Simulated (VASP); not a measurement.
# AgSn2 (Fd-3m) in VASP: a series of runs, part 2 of 2

VASP 6.6.1.

### Step 3. Single point, PBE

This run uses another cell than the first one, of 27.53 Å³/atom, 1.153 times its volume.

Contents of INCAR:

```
PREC = Accurate ; ENCUT = 520
EDIFF = 1E-7 ; ISMEAR = 0
SIGMA = 0.1 ; LREAL = F
LASPH = T ; NELM = 60
ALGO = Normal ; ISIF = 2
LWAVE = F ; LCHARG = F
GGA = PE ; NBANDS = 48
```

Contents of KPOINTS:

```
regular mesh
0
Gamma
  4 4 4
```

Contents of POSCAR:

```
AgSn2
1.0
    0.0000000000      4.3550365875      4.3550365875
    4.3550365875      0.0000000000      4.3550365875
    4.3550365875      4.3550365875      0.0000000000
Ag Sn
2 4
Direct
    0.0000000000      0.0000000000      0.0000000000
    0.2500000000      0.2500000000      0.2500000000
    0.6250000000      0.6250000000      0.6250000000
    0.1250000000      0.6250000000      0.6250000000
    0.6250000000      0.6250000000      0.1250000000
    0.6250000000      0.1250000000      0.6250000000
```

Potentials or basis: VASP PAW PBE potentials, release 64 (Ag, Sn_d).

Launch:

```sh
$ cat potpaw_PBE.64/Ag/POTCAR potpaw_PBE.64/Sn_d/POTCAR > POTCAR
$ mpirun -np 1 vasp_std > vasp.out
```

OUTCAR:

```text
PREC = Accurate
   ENCUT = 520
   EDIFF = 1E-7
   ISMEAR = 0
   LREAL = F
   LASPH = T
   NELM = 60
   ISIF = 2
   GGA = PE

 ion  position               nearest neighbor table
   1  0.000  0.000  0.000-   3 3.61   5 3.61   6 3.61   3 3.61   4 3.61   5 3.61   3 3.61   4 3.61
                             6 3.61   4 3.61   5 3.61   6 3.61
   2  0.250  0.250  0.250-   3 3.61   4 3.61   6 3.61   3 3.61   4 3.61   5 3.61   3 3.61   5 3.61
                             6 3.61   4 3.61   5 3.61   6 3.61
   3  0.625  0.625  0.625-   4 3.08   5 3.08   6 3.08   5 3.08   6 3.08   4 3.08   1 3.61   2 3.61
                             1 3.61   2 3.61   1 3.61   2 3.61
   4  0.125  0.625  0.625-   3 3.08   5 3.08   6 3.08   3 3.08   5 3.08   6 3.08   2 3.61   1 3.61
                             2 3.61   1 3.61   1 3.61   2 3.61
   5  0.625  0.625  0.125-   3 3.08   3 3.08   4 3.08   6 3.08   6 3.08   4 3.08   1 3.61   2 3.61
                             1 3.61   2 3.61   1 3.61   2 3.61
   6  0.625  0.125  0.625-   3 3.08   5 3.08   3 3.08   4 3.08   5 3.08   4 3.08   1 3.61   2 3.61
                             1 3.61   2 3.61   1 3.61   2 3.61

  LATTYP: Found a face centered cubic cell.
 ALAT       =     8.7100731750

  Lattice vectors:

 A1 = (   0.0000000000,   4.3550365875,   4.3550365875)
 A2 = (   4.3550365875,   0.0000000000,   4.3550365875)
 A3 = (   4.3550365875,   4.3550365875,   0.0000000000)

Analysis of symmetry for initial positions (statically):
=====================================================================
 Subroutine PRICEL returns:
 Original cell was already a primitive cell.

 Routine SETGRP: Setting up the symmetry group for a
 face centered cubic supercell.

 Subroutine GETGRP returns: Found 48 space group operations
 (whereof 24 operations were pure point group operations)
 out of a pool of 48 trial point group operations.

The static configuration has the point symmetry T_d .
 The point group associated with its full space group is O_h .

Analysis of symmetry for dynamics (positions and initial velocities):
=====================================================================
 Subroutine PRICEL returns:
 Original cell was already a primitive cell.

 Routine SETGRP: Setting up the symmetry group for a
 face centered cubic supercell.

 Subroutine GETGRP returns: Found 48 space group operations
 (whereof 24 operations were pure point group operations)
 out of a pool of 48 trial point group operations.

The dynamic configuration has the point symmetry T_d .
 The point group associated with its full space group is O_h .

 Subroutine INISYM returns: Found 48 space group operations
 (whereof 24 operations are pure point group operations),
 and found     1 'primitive' translations

----------------------------------------------------------------------------------------

                                     Primitive cell

  volume of cell :     165.1982

  direct lattice vectors                    reciprocal lattice vectors
     0.000000000  4.355036587  4.355036587    -0.114809598  0.114809598  0.114809598
     4.355036587  0.000000000  4.355036587     0.114809598 -0.114809598  0.114809598
     4.355036587  4.355036587  0.000000000     0.114809598  0.114809598 -0.114809598

  length of vectors
     6.158951807  6.158951807  6.158951807     0.198856057  0.198856057  0.198856057
[... 48 lines left out ...]
  0.500000  0.000000  0.000000      4.000000
  0.250000  0.250000  0.000000      6.000000
  0.500000  0.250000  0.000000     24.000000
 -0.250000  0.250000  0.000000     12.000000
  0.500000  0.500000  0.000000      3.000000
 -0.250000  0.500000  0.250000      6.000000
   k-points           NKPTS =      8   k-points in BZ     NKDIM =      8   number of bands    NBANDS=     48
   number of dos      NEDOS =    301   number of ions     NIONS =      6
   total plane-waves  NPLWV = 110592
   dimension x,y,z NGX =    48 NGY =   48 NGZ =   48
   dimension x,y,z NGXF=    96 NGYF=   96 NGZF=   96
   ions per type =               2   4
   NGX,Y,Z   is equivalent  to a cutoff of  12.96, 12.96, 12.96 a.u.
   NGXF,Y,Z  is equivalent  to a cutoff of  25.91, 25.91, 25.91 a.u.
 SYSTEM =  unknown system
   PREC   = accura    normal or accurate (medium, high low for compatibility)
   ISTART =      0    job   : 0-new  1-cont  2-samecut
   ICHARG =      2    charge: 1-file 2-atom 10-const
   ISPIN  =      1    spin polarized calculation?
   LNONCOLLINEAR =      F non collinear calculations
   LSORBIT =      F    spin-orbit coupling
   LASPH  =      T    aspherical Exc in radial PAW
   ENCUT  =  520.0 eV  38.22 Ry    6.18 a.u.  11.45 11.45 11.45*2*pi/ulx,y,z
   NELM   =     60;   NELMIN=  2; NELMDL= -5     # of ELM steps
   EDIFF  = 0.1E-06   stopping-criterion for ELM
   LREAL  =      F    real-space projection
   EDIFFG = 0.1E-05   stopping-criterion for IOM
   NSW    =      0    number of steps for IOM
   IBRION =     -1    ionic relax: 0-MD 1-quasi-New 2-CG
   NFREE  =      0    steps in history (QN), initial steepest desc. (CG)
   ISIF   =      2    stress and relaxation
   ISYM   =      2    0-nonsym 1-usesym 2-fastsym
   POTIM  = 0.5000    time-step for ionic-motion
   TEBEG  =    0.0;   TEEND  =   0.0 temperature during run
   PSTRESS=    0.0 pullay stress
   NELECT =      78.0000    total number of electrons
   NUPDOWN=      -1.0000    fix difference up-down
   EMIN   =  10.00;   EMAX   =-10.00  energy-range for DOS
   EFERMI =   0.00;   METHOD = LEGACY
   ISMEAR =     0;   SIGMA  =   0.10  broadening in eV -4-tet -1-fermi 0-gaus
   EFERMI_NEDOS =   21; number of points for ismear=-14 and -15
   IALGO  =     38    algorithm
   IMIX   =      4    mixing-type and parameters
     AMIX     =   0.40;   BMIX     =  1.00
     AMIX_MAG =   1.60;   BMIX_MAG =  1.00
  volume/ion in A,a.u.               =      27.53       185.80
  Fermi-wavevector in a.u.,A,eV,Ry     =   1.274788  2.409000 22.110609  1.625084
  Thomas-Fermi vector in A             =   2.407536
   LORBIT       =      0    0 simple, 1 ext, 2 COOP (PROOUT), +10 PAW based schemes
   GGA     = PE    functional components
   LHFCALC =     F    Hartree Fock is set to
   AEXX    =    0.0000 exact exchange contribution
   IVDW    =     0    specifies the selected vdW correction
   LEPSILON=     F    determine dielectric tensor
   LRPA    =     F    only Hartree local field effects (RPA)
 non-spin polarized calculation
 Gauss-broadening in eV      SIGMA  =   0.10
  energy-cutoff  :      520.00
  volume of cell :      165.20
 maximum number of plane-waves:      4520
 NGX is ok and might be reduce to    48
   NGX = 23   NGY = 23   NGZ = 23

 number of electron      77.9999976 magnetization

 Free energy of the ion-electron system (eV)
  ---------------------------------------------------
  ext. energy  EPLUGINS =         0.00000000
  ---------------------------------------------------
  free energy    TOTEN  =       -18.62314996 eV

  energy without entropy =      -18.59443673  energy(sigma->0) =      -18.60879334

 E-fermi :   6.8369     XC(G=0): -10.0248

 val. band max:        6.8275866416   @ k =   0.5000   0.2500   0.0000
 cond. band min:       6.9085519238   @ k =  -0.2500   0.2500   0.0000
 fundamental gap:      0.0809652822
 Fermi energy:         6.8368645342

 k-point     1 :       0.0000    0.0000    0.0000
  band No.  band energies     occupation
      1     -15.3407      2.00000
      2     -15.2393      2.00000
      3     -15.2393      2.00000
      4     -15.2393      2.00000
      5     -15.2372      2.00000
      6     -15.2372      2.00000
[... 397 lines left out ...]
     47      10.9987      0.00000
     48      10.9987      0.00000

------------------------ aborting loop because EDIFF is reached ----------------------------------------

  FORCE on cell =-STRESS in cart. coord.  units (eV):
  Direction    XX          YY          ZZ          XY          YZ          ZX
  --------------------------------------------------------------------------------------
  -------------------------------------------------------------------------------------
  Total       -0.3028208     -0.3028208     -0.3028208      0.0000000      0.0000000     -0.0000000
  in kB       -2.9369119     -2.9369119     -2.9369119      0.0000000      0.0000000     -0.0000000
  external PRESSURE =      -2.9369119 kB  Pullay stress =       0.0000000 kB

 VOLUME and BASIS-vectors are now :
 -----------------------------------------------------------------------------
  energy-cutoff  :      520.00
  volume of cell :      165.20
      direct lattice vectors                 reciprocal lattice vectors
     0.000000000  4.355036587  4.355036587    -0.114809598  0.114809598  0.114809598
     4.355036587  0.000000000  4.355036587     0.114809598 -0.114809598  0.114809598
     4.355036587  4.355036587  0.000000000     0.114809598  0.114809598 -0.114809598

 POSITION                                       TOTAL-FORCE (eV/Angst)
 -----------------------------------------------------------------------------------
      0.00000      0.00000      0.00000        -0.000000     -0.000000     -0.000000
      2.17752      2.17752      2.17752         0.000000      0.000000      0.000000
      5.44380      5.44380      5.44380         0.000000      0.000000      0.000000
      5.44380      3.26628      3.26628         0.000000      0.000000      0.000000
      3.26628      3.26628      5.44380         0.000000      0.000000      0.000000
      3.26628      5.44380      3.26628         0.000000      0.000000      0.000000
 -----------------------------------------------------------------------------------
    total drift:                                0.000000      0.000000      0.000000

  FREE ENERGIE OF THE ION-ELECTRON SYSTEM (eV)
  ---------------------------------------------------
  free  energy   TOTEN  =       -18.6231499580 eV

  energy  without entropy=      -18.5944367296  energy(sigma->0) =      -18.60879334
```

OSZICAR:

```text
N       E                     dE             d eps       ncg     rms          rms(c)
DAV:   1     0.863481835465E+03    0.86348E+03   -0.36928E+04   848   0.236E+03
DAV:   2     0.110619414201E+03   -0.75286E+03   -0.73162E+03   768   0.700E+02
DAV:   3    -0.124402566721E+02   -0.12306E+03   -0.11945E+03   856   0.207E+02
DAV:   4    -0.187987548829E+02   -0.63585E+01   -0.63257E+01   864   0.524E+01
DAV:   5    -0.189941352283E+02   -0.19538E+00   -0.19536E+00   992   0.957E+00    0.422E+00
DAV:   6    -0.186391949683E+02    0.35494E+00   -0.16055E+00   920   0.762E+00    0.317E+00
DAV:   7    -0.186305287794E+02    0.86662E-02   -0.15164E-01   824   0.232E+00    0.175E+00
DAV:   8    -0.186235940620E+02    0.69347E-02   -0.26200E-02   944   0.134E+00    0.218E-01
DAV:   9    -0.186231259605E+02    0.46810E-03   -0.50378E-03   848   0.569E-01    0.660E-02
DAV:  10    -0.186231564195E+02   -0.30459E-04   -0.55811E-04   872   0.182E-01    0.176E-02
DAV:  11    -0.186231486434E+02    0.77761E-05   -0.47544E-05   984   0.570E-02    0.950E-03
DAV:  12    -0.186231504624E+02   -0.18190E-05   -0.63864E-06   952   0.119E-02    0.296E-03
DAV:  13    -0.186231500068E+02    0.45553E-06   -0.48495E-07   784   0.443E-03    0.102E-03
DAV:  14    -0.186231499580E+02    0.48807E-07   -0.67175E-08   496   0.214E-03
   1 F= -.18623150E+02 E0= -.18608793E+02  d E =-.287132E-01
```

stdout:

```text
POSCAR found type information on POSCAR AgSn
 POSCAR found :  2 types and       6 ions
 scaLAPACK will be used
 LDA part: xc-table for (Slater+PW92), standard interpolation
 POSCAR, INCAR and KPOINTS ok, starting setup
 FFT: planning ... GRIDC
 FFT: planning ... GRID_SOFT
 FFT: planning ... GRID
 WAVECAR not read
 entering main loop
```

It took 72 s on 1 thread of Intel Xeon Platinum 8259CL at 2.50GHz (Skylake/Cascade Lake), shared host; peak memory 0.33 GiB.

What came out:

- Free energy: -18.6231 eV
- Pressure: -0.3 GPa
- Band gap on the k mesh: zero (band 39 reaches 7.38 eV, above the bottom of band 40 at 6.04 eV)

Caveat: spin-orbit coupling is left out, which moves the levels of the heavy elements.
